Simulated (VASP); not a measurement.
Write the native input for VASP 6.6.1 that does the following.

```
Task                   : single point
Functional             : PBEsol
Potentials or basis    : VASP PAW PBE potentials, release 64 (Mg, O)
Cutoff                 : 520 eV
k mesh                 : 10 × 10 × 10
Occupations            : gaussian, width 0.05 eV
Spin                   : no spin polarisation
Dipole correction      : no
Further INCAR settings : ALGO = Normal; EDIFF = 1e-07; NBANDS = 11
```

The structure of MgO lies in POSCAR:

```
MgO
1.0
    0.0000000000      2.1351500000      2.1351500000
    2.1351500000      0.0000000000      2.1351500000
    2.1351500000      2.1351500000      0.0000000000
Mg O
1 1
Direct
    0.0000000000      0.0000000000      0.0000000000
    0.5000000000      0.4063297661      0.5000000000
```

This cell differs from its parent crystal: atom 2 (O) moved by (-0.200, -0.200) A along x and z.

These files were run (other wordings do the same):

INCAR

```
SYSTEM = MgO
PREC = Accurate ; ENCUT = 520
EDIFF = 1E-7 ; ISMEAR = 0
SIGMA = 0.05 ; LREAL = .False.
LASPH = .True. ; NELM = 60
ALGO = Normal ; ISIF = 2
LWAVE = .False. ; LCHARG = .False.
GGA = PS ; NBANDS = 11
```

KPOINTS

```
Automatic mesh
0
Gamma
  10 10 10
  0 0 0
```

Potentials or basis: VASP PAW PBE potentials, release 64 (Mg, O).

Launch:

```console
$ cat potpaw_PBE.64/Mg/POTCAR potpaw_PBE.64/O/POTCAR > POTCAR
$ mpirun -np 1 vasp_std > vasp.out
```

Results of the run:

The pressure is 0.5 GPa and the largest force is 1.408 eV/Å. The band gap on the k mesh is 4.22 eV, direct.

Caveat: the cell differs from its parent crystal (atom 2 (O) moved by (-0.200, -0.200) A along x and z); the PAW data sets were made with another functional, which shifts forces and pressure a little.

It took 18 s on 1 thread of AMD EPYC 9R45 96-Core Processor (Zen 5) (shared host), peak memory 0.14 GiB.
